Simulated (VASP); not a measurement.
Here is a VASP 6.6.1 calculation.

The input INCAR:

```
  PREC = Accurate
  ENCUT = 600
  EDIFF = 1E-7
  ISMEAR = 0
  SIGMA = 0.05
  LREAL = F
  LASPH = T
  NELM = 80
  ALGO = Normal
  ISIF = 4
  LWAVE = F
  LCHARG = F
  GGA = RP
  IVDW = 13
  IBRION = 2
  NSW = 60
  EDIFFG = -0.02
```

Contents of KPOINTS:

```
Automatic mesh
0
Gamma
  8 8 6
```

Contents of POSCAR:

```
MgB2
1.0
    3.0897861850      0.0000000000      0.0000000000
   -1.5448930925      2.6758333285      0.0000000000
    0.0000000000      0.0000000000      3.5120909540
Mg B
1 2
Direct
    0.0000000000      0.0000000000      0.0000000000
    0.3333333333      0.6666666667      0.5000000000
    0.6666666667      0.3333333333      0.5000000000
```

Potentials or basis: VASP PAW PBE potentials, release 64 (Mg, B).

The run is started by

```console
$ cat potpaw_PBE.64/Mg/POTCAR potpaw_PBE.64/B/POTCAR > POTCAR
$ mpirun -np 1 vasp_std > vasp.out
```

Q: Predict the dispersion energy per atom.

A: -0.468 eV.

Q: What does it give for the band gap on the k mesh?

A: Zero (band 4 reaches 6.53 eV, above the bottom of band 5 at 3.91 eV).

Final structure:
```
CELL_PARAMETERS angstrom
3.09464 0.00000 0.00000
-1.54732 2.68004 0.00000
0.00000 0.00000 3.50108
ATOMIC_POSITIONS crystal
Mg 0.00000 0.00000 0.00000
B 0.33333 0.66667 0.50000
B 0.66667 0.33333 0.50000
```
